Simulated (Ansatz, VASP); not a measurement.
## MgO in VASP and in Ansatz

```xyz
2
Lattice="0.0000 2.1269 2.1269 2.1269 0.0000 2.1269 2.1269 2.1269 0.0000" Properties=species:S:1:pos:R:3 pbc="T T T"
Mg    0.0000    0.0000    0.0000
O     2.1269    2.1269    2.1269
```

Alike in both runs: functional PBE; k mesh 13 × 13 × 13; occupations fermi-dirac, width 0.02 eV; no spin polarisation.

Ansatz relaxed the structure, and its values are those at the end. VASP's run is a single point on that final structure, the one shown.

|  | VASP | Ansatz |
| --- | --- | --- |
| version | VASP 6.6.1 | Ansatz 0.2.0 |
| potentials or method | VASP PAW PBE potentials, release 64 (Mg, O) | PAW with Ansatz's default frozen-core files, scalar-relativistic |
| plane-wave cutoff (eV) | 600 | 420 |
| valence electrons in the cell | 8 | 16 |

```csv
,VASP,Ansatz,Ansatz less VASP
pressure (GPa),-1.0,0.0,+1.03
```

The functional is the same, so the differences come from potentials, cutoffs and numerics. VASP's potentials hold 8 valence electrons a cell and Ansatz's 16, so a difference there can come from the potentials and not from the codes.
